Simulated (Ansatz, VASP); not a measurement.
# AlN in VASP and in Ansatz

INCAR

```
PREC     = Accurate       # precision mode
ENCUT    = 520            # plane-wave cutoff, eV
EDIFF    = 1E-6           # SCF threshold, eV
ISMEAR   = 0              # smearing method
SIGMA    = 0.05           # smearing width, eV
LREAL    = F              # projectors in reciprocal space
LASPH    = T              # aspherical terms in the spheres
NELM     = 60             # most SCF steps
ALGO     = Normal         # electronic algorithm
ISIF     = 2              # what is computed and relaxed
LWAVE    = F              # write WAVECAR
LCHARG   = F              # write CHGCAR
GGA      = PE             # functional
NBANDS   = 11             # bands
```

KPOINTS

```
regular mesh
0
Gamma
  10 10 10
```

The input POSCAR:

```
AlN
1.0
    0.0000000000      2.0620576762      2.0620576762
    2.0620576762      0.0000000000      2.0620576762
    2.0620576762      2.0620576762      0.0000000000
Al N
1 1
Direct
    0.5000000000      0.5000000000      0.5000000000
    0.0000000000      0.0000000000      0.0000000000
```

Input for Ansatz:

```yaml
crystal:
  lattice:
    - [0.0, 2.0620576762, 2.0620576762]
    - [2.0620576762, 0.0, 2.0620576762]
    - [2.0620576762, 2.0620576762, 0.0]
  atoms:
    - { symbol: Al, position: [0.5, 0.5, 0.5] }
    - { symbol: "N", position: [0.0, 0.0, 0.0] }
basis:
  ecutwfc: 420
  ecutrho_ratio: 4
kpoints:
  mp_grid: { grid: [10, 10, 10] }
hamiltonian:
  xc: pbe
scf:
  occupations: { method: gaussian, width: 0.05 }
output:
  forces: true
  stress: true
  eigenvalues: true
```

Alike in both runs: task single point; functional PBE; k mesh 10 × 10 × 10; occupations gaussian, width 0.05 eV; no spin polarisation.

|  | VASP | Ansatz |
| --- | --- | --- |
| version | VASP 6.6.1 | Ansatz 0.2.0 |
| potentials or method | VASP PAW PBE potentials, release 64 (Al, N), cutoff 520 eV | scalar-relativistic, plane waves, PAW |
| valence electrons in the cell | 8 | 8 |

```tsv
	VASP	Ansatz	Ansatz less VASP
gap on the k mesh at the Fermi level (eV)	4.05	4.07	+0.021
least direct gap on the mesh (eV)	4.85	4.84	-0.008
pressure (GPa)	-9.4	-9.1	+0.24
```

The functional is the same, so the differences come from potentials, cutoffs and numerics.
